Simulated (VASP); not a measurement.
Wanted: the native input for a VASP 6.6.1 run.

| Item | Value |
| --- | --- |
| Task | single point |
| Functional | PBE |
| Potentials or basis | VASP PAW PBE potentials, release 64 (Na_pv, Li_sv, Al, Cl) |
| Cutoff | 520 eV |
| k mesh | 6 × 6 × 6 |
| Occupations | gaussian, width 0.1 eV |
| Spin | no spin polarisation |
| Dipole correction | no |
| Further INCAR settings | ALGO = Normal; EDIFF = 1e-07; NBANDS = 30 |

The structure of NaLiAlCl4 lies in POSCAR:

```
NaLiAlCl4
1.0
    0.0000000000      5.3061044813      5.3061044813
    5.3061044813      0.0000000000      5.3061044813
    5.3061044813      5.3061044813      0.0000000000
Na Li Al Cl
1 1 1 4
Direct
    0.0000000000      0.0000000000      0.0000000000
    0.7500000000      0.7500000000      0.7500000000
    0.5000000000      0.5000000000      0.5000000000
    0.1453923984      0.6182025339      0.6182025339
    0.6182025339      0.1453923984      0.6182025339
    0.6182025339      0.6182025339      0.1453923984
    0.6182025339      0.6182025339      0.6182025339
```

The input as run:

INCAR

```
SYSTEM = NaLiAlCl4
PREC     = Accurate       ! precision mode
ENCUT    = 520            ! plane-wave cutoff, eV
EDIFF    = 1E-7           ! SCF threshold, eV
ISMEAR   = 0              ! smearing method
SIGMA    = 0.1            ! smearing width, eV
LREAL    = .False.        ! projectors in reciprocal space
LASPH    = .True.         ! aspherical terms in the spheres
NELM     = 100            ! most SCF steps
ALGO     = Normal         ! electronic algorithm
ISIF     = 2              ! what is computed and relaxed
LWAVE    = .False.        ! write WAVECAR
LCHARG   = .False.        ! write CHGCAR
GGA      = PE             ! functional
NBANDS   = 30             ! bands
```

KPOINTS

```
Automatic mesh
0
Gamma
  6 6 6
  0 0 0
```

Potentials or basis: VASP PAW PBE potentials, release 64 (Na_pv, Li_sv, Al, Cl).

Launch:

```sh
$ cat potpaw_PBE.64/Na_pv/POTCAR potpaw_PBE.64/Li_sv/POTCAR potpaw_PBE.64/Al/POTCAR potpaw_PBE.64/Cl/POTCAR > POTCAR
$ mpirun -np 1 vasp_std > vasp.out
```

It gave:

```yaml
Largest_force: 0.029 eV/Å
```

Caveat: an odd number of electrons without spin polarisation forces a metal; a magnetic or distorted state may lie lower.

It took 2.4 min on 1 thread of AMD EPYC 9R45 96-Core Processor (Zen 5), with other jobs on the host, peak memory 0.47 GiB.
